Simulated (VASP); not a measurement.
Si:

```
Si
1.0
     3.84017    0.00000    0.00000
    -1.92009    3.32569    0.00000
     0.00000    0.00000   12.62367
Si
8
Direct
  0.00000 0.00000 0.00055
  0.33333 0.66667 0.24967
  0.00000 0.00000 0.50055
  0.66667 0.33333 0.74967
  0.00000 0.00000 0.18695
  0.33333 0.66667 0.43783
  0.00000 0.00000 0.68695
  0.66667 0.33333 0.93783
```

This isn't the form of Si at room conditions, which is diamond.

Base run:

```yaml
Program: VASP 6.6.1
Functional: r2SCAN
Potentials_or_basis: VASP PAW PBE potentials, release 64 (Si)
Cutoff: 520 eV
k_mesh: 6 × 6 × 2
Occupations: gaussian, width 0.01 eV
Spin: no spin polarisation
```

Its results: band gap on the k mesh 0.78 eV (least direct gap 1.62 eV); pressure -0.2 GPa; largest force 0.007 eV/Å.

Task: The run is repeated on the same cell with these changes: functional from r2SCAN to PBE; k mesh from 6 × 6 × 2 to 12 × 12 × 2. What comes out?

Result: Band gap on the k mesh 0.58 eV (least direct gap 1.28 eV); pressure 1.2 GPa; largest force 0.007 eV/Å.

Several settings changed at once.

Caveats: the PAW data sets were made with another functional, which shifts forces and pressure a little (at least some runs).

A k mesh can miss the band edges.
